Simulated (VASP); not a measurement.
Crystal: Pb2Se.

```
Pb Se
1.0
     5.83252    0.00000    0.00000
     0.00000    5.83252    0.00000
     0.00000    0.00000    5.83252
Pb Se
4 2
Direct
  0.25000 0.25000 0.25000
  0.25000 0.75000 0.75000
  0.75000 0.75000 0.25000
  0.75000 0.25000 0.75000
  0.00000 0.00000 0.00000
  0.50000 0.50000 0.50000
```

| Item | Value |
| --- | --- |
| Program | VASP 6.6.1 |
| Task | relaxation of cell and atoms |
| Functional | PBE |
| Potentials or basis | VASP PAW PBE potentials, release 64 (Pb_d, Se) |
| Cutoff | 600 eV |
| k mesh | 4 × 4 × 4 |
| Occupations | gaussian, width 0.1 eV |
| Spin | no spin polarisation |

At the start: pressure 15.2 GPa; volume 33.07 Å³/atom.

Task: How do energy, volume and symmetry change on relaxing?

Result: Over 4 steps the energy falls by 482.7 meV/atom and the volume is 46.78 Å³/atom (+41.5 %); space group Pn-3m (No. 224, to 0.1 Å) before and after.

The path:
```
step  energy change (eV)  largest force (eV/Å)  pressure (GPa)  volume (Å³)
   1              0.0000                0.0000           15.22       198.41
   2             -2.7894                0.0000           -1.41       302.99
   3             -2.8944                0.0000            0.20       277.82
   4             -2.8961                0.0000           -0.02       280.68
```

Final structure:
```yaml
crystal:
  lattice:
    - [6.54742, 0.00000, 0.00000]
    - [0.00000, 6.54742, 0.00000]
    - [0.00000, 0.00000, 6.54742]
  atoms:
    - { symbol: Pb, position: [0.25000, 0.25000, 0.25000] }
    - { symbol: Pb, position: [0.25000, 0.75000, 0.75000] }
    - { symbol: Pb, position: [0.75000, 0.75000, 0.25000] }
    - { symbol: Pb, position: [0.75000, 0.25000, 0.75000] }
    - { symbol: Se, position: [0.00000, 0.00000, 0.00000] }
    - { symbol: Se, position: [0.50000, 0.50000, 0.50000] }
```

Caveat: the volume moved by over 15 % at a fixed basis, so the end points are rough.
